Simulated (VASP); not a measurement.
A run of VASP 6.6.1:

INCAR

```
SYSTEM = Si
  PREC = Accurate
  ENCUT = 520
  EDIFF = 1E-6
  ISMEAR = -1
  SIGMA = 0.02
  LREAL = Auto
  LASPH = .True.
  NELM = 100
  ALGO = Normal
  ISIF = 2
  LWAVE = .False.
  LCHARG = .False.
  NBANDS = 163
  NELECT = 250.0
```

File KPOINTS:

```
regular mesh
0
Gamma
  1 1 1
  0 0 0
```

POSCAR

```
Si
1.0
   10.8600000000      0.0000000000      0.0000000000
    0.0000000000     10.8600000000      0.0000000000
    0.0000000000      0.0000000000     10.8600000000
Si
63
Direct
    0.4999483425      0.0016098527     -0.0004503683
    0.6255874770      0.1250611418      0.1250988950
    0.7525003683      0.2489062615      0.0011256906
    0.8809627993      0.3688198895      0.1262764273
    0.7499456722      0.0001244936      0.2500110497
    0.8746552486      0.1250281768      0.3753017495
    0.0098129834     -0.0021281768      0.0099368324
    0.1514831492      0.0987802026      0.1514744936
    0.2524723757      0.2401239411      0.0099637201
    0.3752574586      0.3754988029      0.1248666667
    0.5006606814      0.4995661142     -0.0007905157
    0.6245749540      0.6254016575      0.1238229282
    0.7506031308      0.7493152855     -0.0006352670
    0.8746571823      0.8749911602      0.1249502762
    0.3715786372      0.1289108656      0.3717460405
    0.4998585635      0.2507005525      0.2483767035
    0.6251808471      0.3754085635      0.3776144567
    0.7518593923      0.4979809392      0.2496557090
    0.8743887661      0.6248580110      0.3775116022
    0.4955465009      0.0002009208      0.4957229282
    0.6242457643      0.1261072744      0.6243733886
    0.7505056169      0.2506486188      0.5007806630
    0.8757261510      0.3741671271      0.6272822284
    0.7516488950      0.0003201657      0.7518316759
    0.8807713628      0.1237966851      0.8809589319
    0.0010895948      0.4971930939      0.0012525783
    0.1249411602      0.6242769797      0.1250531308
    0.2481258748      0.7501062615     -0.0005464088
    0.3723685083      0.8774703499      0.1210780847
    0.0098511050      0.2401157459      0.2524952118
    0.1247022099      0.3754922652      0.3753140884
    0.2498662983      0.4999473297      0.2499831492
    0.3737171271      0.6261273481      0.3738625230
    0.4960015654      0.7538013812      0.2499482505
    0.6235313076      0.8763341621      0.3737259669
   -0.0005732044      0.0016300184      0.5001141805
    0.1249752302      0.1250724678      0.6257541436
    0.2481767956      0.2507236648      0.4999720994
    0.3774226519      0.3754280847      0.6252994475
    0.4992647330      0.5016344383      0.4994011971
    0.6248919890      0.6251029466      0.6250250460
    0.7481354512      0.7508267035      0.4992601289
    0.8744231123      0.8724405157      0.6252825967
    0.2498859116      0.0001350829      0.7500992634
    0.3752538674      0.1250552486      0.8747283610
    0.5006572744      0.2506974217      0.7505781768
    0.6271186924      0.3742197053      0.8758337937
    0.7500819521      0.4999188766      0.7502035912
    0.8758412523      0.6227181400      0.8760011050
   -0.0006463168      0.7500539595      0.2483043278
    0.1208162063      0.8770644567      0.3729411602
   -0.0009558932      0.4995146409      0.5007883978
    0.1236151934      0.6252587477      0.6248463168
    0.2498323204      0.7535961326      0.4963828729
    0.3736135359      0.8763007366      0.6237476059
    0.0009971455      0.2488713628      0.7527116943
    0.1261309392      0.3687586556      0.8812110497
    0.2494703499      0.4979093002      0.7521124309
    0.3773450276      0.6248659300      0.8745662983
    0.4991546041      0.7507944751      0.7483291897
    0.6251542357      0.8724144567      0.8746201657
   -0.0008487109      0.7493124309      0.7507287293
    0.1247604972      0.8749843462      0.8747374770
```

Potentials or basis: VASP PAW LDA potentials, release 64 (Si).

Command:

```sh
$ cat potpaw_LDA.64/Si/POTCAR > POTCAR
$ mpirun -np 1 vasp_gam > vasp.out
```

Hardware: 1 thread of Intel(R) Xeon(R) Platinum 8259CL CPU @ 2.50GHz (Skylake/Cascade Lake), on a shared host.

Estimate the wall time of this run.

It took 4.4 min on 1 thread of Intel(R) Xeon(R) Platinum 8259CL CPU @ 2.50GHz (Skylake/Cascade Lake) (shared host), peak memory 0.68 GiB. Counts: scf iterations 15, k points 1.
